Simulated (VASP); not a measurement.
Cd2Se, 6 atoms in the cell. The structure is cubic, space group Fd-3m (No. 227). Conventional cell: a = 8.433 Å, b = 8.433 Å, c = 8.433 Å, α = 90.00°, β = 90.00°, γ = 90.00°. Cd (site symmetry -3m) has 6 Cd at 2.98 Å and 6 Se at 3.50 Å within 3.9 Å. Within 4.6 Å of Se (site symmetry -43m) lie 12 Cd at 3.50 Å and 4 Se at 3.65 Å. The cell was built from a structure type or drawn by symmetry, and may not be a known phase.

* Program: VASP 6.6.1
* Task: single point
* Functional: PBE
* Potentials or basis: VASP PAW PBE potentials, release 64 (Cd, Se)
* Cutoff: 520 eV
* k mesh: 4 × 4 × 4
* Occupations: gaussian, width 0.1 eV
* Spin: no spin polarisation
* Dipole correction: no
* Further INCAR settings: ALGO = Normal; EDIFF = 1e-06; NBANDS = 39

Potentials or basis: VASP PAW PBE potentials, release 64 (Cd, Se).

Launch:

```bash
$ cat potpaw_PBE.64/Cd/POTCAR potpaw_PBE.64/Se/POTCAR > POTCAR
$ mpirun -np 1 vasp_std > vasp.out
```

Hardware: 1 thread of Intel(R) Xeon(R) Platinum 8259CL CPU @ 2.50GHz (Skylake/Cascade Lake), on a shared host.

Q: Estimate the wall time of this run.

A: Wall time 58 s on 1 thread of Intel(R) Xeon(R) Platinum 8259CL CPU @ 2.50GHz (Skylake/Cascade Lake), on a shared host, peak memory 0.32 GiB. Counts: scf iterations 14, k points 8.
